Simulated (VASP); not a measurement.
# MgI2 (C2/m) in VASP: single point with r2SCAN

Aim: the single point of MgI2 with r2SCAN.

Program: VASP 6.6.1. These are calculated values, not measurements. Logs are shortened: lines on timing, memory, paths and dates and some standing lists are left out, and cuts for length are marked.

**1. The cell of the first run**

The structure is monoclinic, space group C2/m (No. 12). The conventional cell has a = 7.201 Å, b = 4.393 Å, c = 6.873 Å, α = 90.00°, β = 90.00°, γ = 90.00°. Within 3.8 Å of Mg (site symmetry 2/m) lie 6 I at 2.90 to 2.99 Å. I (site symmetry m) has 3 Mg at 2.90 to 2.99 Å within 3.8 Å.

**2. Single point, r2SCAN (uniaxial x strain +5.7%)**

POSCAR

```
MgI2
1.0
    4.3929270632      0.0000000000      0.0000000000
   -2.1964635316      3.6002521375      0.0000000000
    0.0000000000      0.0000000000      6.8733251562
Mg I
1 2
Direct
    0.0000000000      0.0000000000      0.0000000000
    0.3327795647      0.6655591294      0.2378096679
    0.6672204353      0.3344408706      0.7621903321
```

INCAR.step1

```
PREC     = Accurate       # precision mode
ENCUT    = 520            # plane-wave cutoff, eV
ISMEAR   = 0              # smearing method
SIGMA    = 0.01           # smearing width, eV
LREAL    = False          # projectors in reciprocal space
LASPH    = True           # aspherical terms in the spheres
NELM     = 100            # most SCF steps
NBANDS   = 15             # bands
GGA      = PE             # functional
ALGO     = Normal         # electronic algorithm
EDIFF    = 1E-4           # SCF threshold, eV
LWAVE    = True           # write WAVECAR
LCHARG   = False          # write CHGCAR
```

INCAR.step2

```
PREC     = Accurate       # precision mode
ENCUT    = 520            # plane-wave cutoff, eV
EDIFF    = 1E-6           # SCF threshold, eV
ISMEAR   = 0              # smearing method
SIGMA    = 0.01           # smearing width, eV
LREAL    = False          # projectors in reciprocal space
LASPH    = True           # aspherical terms in the spheres
NELM     = 100            # most SCF steps
ALGO     = Normal         # electronic algorithm
ISIF     = 2              # what is computed and relaxed
LWAVE    = False          # write WAVECAR
LCHARG   = False          # write CHGCAR
METAGGA  = R2SCAN         # meta-GGA
LMIXTAU  = True         
NBANDS   = 15             # bands
ISTART   = 1
```

KPOINTS

```
regular mesh
0
Gamma
  12 12 4
```

Potentials or basis: VASP PAW PBE potentials, release 64 (Mg, I).

Run with:

```
> cat potpaw_PBE.64/Mg/POTCAR potpaw_PBE.64/I/POTCAR > POTCAR
> cp INCAR.step1 INCAR
> mpirun -np 1 vasp_std > vasp.out
> cp INCAR.step2 INCAR
> mpirun -np 1 vasp_std > vasp.out
```

OUTCAR:

```text
PREC = Accurate
   ENCUT = 520
   EDIFF = 1E-6
   ISMEAR = 0
   LREAL = False
   LASPH = True
   NELM = 100
   ISIF = 2
   METAGGA = R2SCAN
   ISTART = 1

 ion  position               nearest neighbor table
   1  0.000  0.000  0.000-   2 2.90   3 2.90   3 2.99   2 2.99   3 2.99   2 2.99
   2  0.333  0.666  0.238-   1 2.90   1 2.99   1 2.99
   3  0.667  0.334  0.762-   1 2.90   1 2.99   1 2.99

  Warning from LATTYP: Monoclinic adjustment (A1->A3, A2->A1, A3->A2)!
  LATTYP: Found a base centered orthorhombic cell.
 ALAT       =     4.3929270632
 B/A-ratio  =     1.6391130951
 C/A-ratio  =     1.5646344811

  Lattice vectors:

 A1 = (   2.1964635316,  -3.6002521375,   0.0000000000)
 A2 = (   2.1964635316,   3.6002521375,   0.0000000000)
 A3 = (   0.0000000000,   0.0000000000,   6.8733251562)

Analysis of symmetry for initial positions (statically):
=====================================================================
 Subroutine PRICEL returns:
 Original cell was already a primitive cell.

 Routine SETGRP: Setting up the symmetry group for a
 base centered orthorhombic supercell.

 Subroutine GETGRP returns: Found  4 space group operations
 (whereof  4 operations were pure point group operations)
 out of a pool of  8 trial point group operations.

The static configuration has the point symmetry C_2h.

Analysis of symmetry for dynamics (positions and initial velocities):
=====================================================================
 Subroutine PRICEL returns:
 Original cell was already a primitive cell.

 Routine SETGRP: Setting up the symmetry group for a
 base centered orthorhombic supercell.

 Subroutine GETGRP returns: Found  4 space group operations
 (whereof  4 operations were pure point group operations)
 out of a pool of  8 trial point group operations.

The dynamic configuration has the point symmetry C_2h.

 Subroutine INISYM returns: Found  4 space group operations
 (whereof  4 operations are pure point group operations),
 and found     1 'primitive' translations

----------------------------------------------------------------------------------------

                                     Primitive cell

  volume of cell :     108.7061

  direct lattice vectors                    reciprocal lattice vectors
     4.392927063  0.000000000  0.000000000     0.227638653  0.138879162  0.000000000
[... 92 lines left out ...]
   IBRION =     -1    ionic relax: 0-MD 1-quasi-New 2-CG
   NFREE  =      0    steps in history (QN), initial steepest desc. (CG)
   ISIF   =      2    stress and relaxation
   ISYM   =      2    0-nonsym 1-usesym 2-fastsym
   POTIM  = 0.5000    time-step for ionic-motion
   TEBEG  =    0.0;   TEEND  =   0.0 temperature during run
   PSTRESS=    0.0 pullay stress
   NELECT =      16.0000    total number of electrons
   NUPDOWN=      -1.0000    fix difference up-down
   EMIN   =  10.00;   EMAX   =-10.00  energy-range for DOS
   EFERMI =   0.00;   METHOD = LEGACY
   ISMEAR =     0;   SIGMA  =   0.01  broadening in eV -4-tet -1-fermi 0-gaus
   EFERMI_NEDOS =   21; number of points for ismear=-14 and -15
   IALGO  =     38    algorithm
   IMIX   =      4    mixing-type and parameters
     AMIX     =   0.40;   BMIX     =  1.00
     AMIX_MAG =   1.60;   BMIX_MAG =  1.00
  volume/ion in A,a.u.               =      36.24       244.53
  Fermi-wavevector in a.u.,A,eV,Ry     =   0.864364  1.633412 10.165265  0.747126
  Thomas-Fermi vector in A             =   1.982450
   LORBIT       =      0    0 simple, 1 ext, 2 COOP (PROOUT), +10 PAW based schemes
   METAGGA = R2SCAN    functional components
   LHFCALC =     F    Hartree Fock is set to
   AEXX    =    0.0000 exact exchange contribution
   IVDW    =     0    specifies the selected vdW correction
   LEPSILON=     F    determine dielectric tensor
   LRPA    =     F    only Hartree local field effects (RPA)
 non-spin polarized calculation
 Gauss-broadening in eV      SIGMA  =   0.01
  energy-cutoff  :      520.00
  volume of cell :      108.71
 maximum number of plane-waves:      2962
 NGX is ok and might be reduce to    36
   NGX = 17   NGY = 15   NGZ = 25

 number of electron      16.0000000 magnetization

 Free energy of the ion-electron system (eV)
  ---------------------------------------------------
  ext. energy  EPLUGINS =         0.00000000
  ---------------------------------------------------
  free energy    TOTEN  =       -56.90158881 eV

  energy without entropy =      -56.90158881  energy(sigma->0) =      -56.90158881

 E-fermi :   1.7480     XC(G=0):  -8.3055

 val. band max:        1.6452402396   @ k =   0.0000   0.0000   0.0000
 cond. band min:       5.3996435145   @ k =   0.0000   0.5000   0.2500
 fundamental gap:      3.7544032749
 Fermi energy:         1.7480352557

 k-point     1 :       0.0000    0.0000    0.0000
  band No.  band energies     occupation
      1     -10.7505      2.00000
      2     -10.0267      2.00000
      3      -1.7544      2.00000
      4       0.8273      2.00000
      5       1.0037      2.00000
      6       1.2426      2.00000
      7       1.3590      2.00000
      8       1.6452      2.00000
      9       5.7175      0.00000
     10       6.7229      0.00000
     11       8.3190      0.00000
     12       8.8952      0.00000
     13       9.8230      0.00000
     14       9.8679      0.00000
[... 401 lines left out ...]
      2      -9.8957      2.00000
      3      -1.8189      2.00000
      4      -0.9971      2.00000
      5      -0.3574      2.00000
      6      -0.0952      2.00000
      7       0.5879      2.00000
      8       0.7147      2.00000
      9       6.1140      0.00000
     10       8.0583      0.00000
     11       8.6107      0.00000
     12       9.3379      0.00000
     13      10.2105      0.00000
     14      10.6527      0.00000
     15      11.2763      0.00000

 [... further k-points ...]
[... 5 lines left out ...]
  --------------------------------------------------------------------------------------
  -------------------------------------------------------------------------------------
  Total       -1.2387058     -0.2220109      0.1488962      0.0000000      0.0084494      0.0000000
  in kB      -18.2568121     -3.2721335      2.1945244      0.0000000      0.1245321      0.0000000
  external PRESSURE =      -6.4448071 kB  Pullay stress =       0.0000000 kB

 VOLUME and BASIS-vectors are now :
 -----------------------------------------------------------------------------
  energy-cutoff  :      520.00
  volume of cell :      108.71
      direct lattice vectors                 reciprocal lattice vectors
     4.392927063  0.000000000  0.000000000     0.227638653  0.138879162  0.000000000
    -2.196463532  3.600252138  0.000000000     0.000000000  0.277758324  0.000000000
     0.000000000  0.000000000  6.873325156     0.000000000  0.000000000  0.145489989

 POSITION                                       TOTAL-FORCE (eV/Angst)
 -----------------------------------------------------------------------------------
      0.00000      0.00000      0.00000         0.000000      0.000000      0.000000
     -0.00000      2.39618      1.63454        -0.000000     -0.005258     -0.041011
      2.19646      1.20407      5.23878         0.000000      0.005258      0.041011
 -----------------------------------------------------------------------------------
    total drift:                               -0.000000      0.000000      0.000000

  FREE ENERGIE OF THE ION-ELECTRON SYSTEM (eV)
  ---------------------------------------------------
  free  energy   TOTEN  =       -56.9015888096 eV

  energy  without entropy=      -56.9015888096  energy(sigma->0) =      -56.90158881
```

OUTCAR.step1:

```text
PREC = Accurate
   ENCUT = 520
   ISMEAR = 0
   LREAL = False
   LASPH = True
[... 660 lines left out ...]
      0.00000      0.00000      0.00000        -0.000000      0.000000      0.000000
     -0.00000      2.39618      1.63454        -0.000000      0.002963     -0.007061
      2.19646      1.20407      5.23878         0.000000     -0.002963      0.007061
 -----------------------------------------------------------------------------------
    total drift:                               -0.000000      0.000000      0.000000

  FREE ENERGIE OF THE ION-ELECTRON SYSTEM (eV)
  ---------------------------------------------------
  free  energy   TOTEN  =        -7.6927400576 eV

  energy  without entropy=       -7.6927400576  energy(sigma->0) =       -7.69274006
```

Run time: 7.4 min. Hardware: 1 thread of Intel Xeon 6975P-C (Granite Rapids), shared host; peak memory 0.46 GiB.

What came out:

```
Free energy            : -56.9016 eV
Pressure               : -0.6 GPa
Largest force          : 0.041 eV/Å
Band gap on the k mesh : 3.75 eV, indirect (least direct gap 4.07 eV)
```

Forces in eV/Å, atoms in the order of the input:
```
Mg   0.000  0.000  0.000
I    0.000 -0.005 -0.041
I    0.000  0.005  0.041
```

Levels at points of the mesh, in eV from the valence-band top:
| k point | band 5 | band 6 | band 7 | band 8 | band 9 | band 10 | band 11 | band 12 |
| --- | --- | --- | --- | --- | --- | --- | --- | --- |
| (0.00, 0.00, 0.00) | -0.64 | -0.40 | -0.29 | 0.00 | 4.07 | 5.08 | 6.67 | 7.25 |
| (0.50, 0.00, 0.00) | -1.88 | -1.45 | -0.91 | -0.53 | 4.09 | 5.96 | 6.10 | 7.51 |
| (0.00, 0.50, 0.00) | -1.81 | -1.72 | -0.92 | -0.78 | 3.77 | 5.55 | 6.03 | 7.04 |
| (0.00, 0.00, 0.50) | -0.73 | -0.55 | -0.50 | -0.34 | 4.91 | 5.18 | 6.50 | 7.05 |
| (0.50, 0.00, 0.50) | -1.36 | -1.12 | -0.80 | -0.74 | 4.03 | 5.78 | 6.29 | 6.69 |
| (0.00, 0.50, 0.50) | -1.65 | -1.09 | -1.01 | -0.86 | 3.82 | 5.57 | 6.41 | 6.66 |

Caveat: the cell differs from its parent crystal (uniaxial x strain +5.7%); the PAW data sets were made with another functional, which shifts forces and pressure a little; spin-orbit coupling is left out, which moves the levels of the heavy elements.
